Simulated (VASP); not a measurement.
LiBH4, 24 atoms in the cell. The typed cell holds 24 atoms: a = 5.398 Å, b = 7.608 Å, c = 7.608 Å, α = 41.68°, β = 69.22°, γ = 69.22°. 

| Item | Value |
| --- | --- |
| Program | VASP 6.6.1 |
| Task | single point |
| Functional | r2SCAN |
| Dispersion | D3(BJ) |
| Potentials or basis | VASP PAW PBE potentials, release 64 (Li_sv, B, H) |
| Cutoff | 520 eV |
| k mesh | 2 × 2 × 2 |
| Occupations | fermi-dirac, width 0.05 eV |
| Spin | no spin polarisation |
| Dipole correction | no |
| Further INCAR settings | LREAL = Auto; ALGO = Normal; EDIFF = 1e-06; NBANDS = 38 |

Potentials or basis: VASP PAW PBE potentials, release 64 (Li_sv, B, H).

Command:

```console
$ cat potpaw_PBE.64/Li_sv/POTCAR potpaw_PBE.64/B/POTCAR potpaw_PBE.64/H/POTCAR > POTCAR
$ cp INCAR.step1 INCAR
$ mpirun -np 1 vasp_std > vasp.out
$ cp INCAR.step2 INCAR
$ mpirun -np 1 vasp_std > vasp.out
```

Hardware: 1 thread of Intel(R) Xeon(R) Platinum 8259CL CPU @ 2.50GHz (Skylake/Cascade Lake) (shared host).

How long does it take, and how much memory?

It took 8.3 min on 1 thread of Intel(R) Xeon(R) Platinum 8259CL CPU @ 2.50GHz (Skylake/Cascade Lake), with other jobs on the host, peak memory 0.46 GiB. Counts: k points 8.
